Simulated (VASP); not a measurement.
A run of VASP 6.6.1:

The input INCAR:

```
  ALGO = Normal
  EDIFF = 1E-6
  ENCUT = 520
  GGA = CA
  ISIF = 2
  ISMEAR = 0
  LASPH = T
  LCHARG = F
  LREAL = F
  LWAVE = F
  NBANDS = 26
  NELM = 100
  PREC = Accurate
  SIGMA = 0.05
```

File KPOINTS:

```
k-points
0
Gamma
  12 12 4
```

The input POSCAR:

```
C
1.0
    2.4314921993      0.0000000000      0.0000000000
   -1.2157460996      2.1057340137      0.0000000000
    0.0000000000      0.0000000000      8.5978723127
C
8
Direct
    0.0000000000      0.0000000000      0.0958582779
    0.0000000000      0.0000000000      0.5958582779
    0.0000000000      0.0000000000      0.4041417221
    0.0000000000      0.0000000000      0.9041417221
    0.3333333333      0.6666666667      0.1532727096
    0.6666666667      0.3333333333      0.6532727096
    0.3333333333      0.6666666667      0.3467272904
    0.6666666667      0.3333333333      0.8467272904
```

Potentials or basis: VASP PAW LDA potentials, release 64 (C).

The run is started by

```console
$ cat potpaw_LDA.64/C/POTCAR > POTCAR
$ mpirun -np 1 vasp_std > vasp.out
```

Hardware: 1 thread of AMD EPYC 7R43 64-Core Processor (Zen 3), with other jobs on the host.

Estimate the wall time of this run.

Run time: 48 s on 1 thread of AMD EPYC 7R43 64-Core Processor (Zen 3) (shared host), peak memory 0.12 GiB. Counts: scf iterations 11, k points 57.
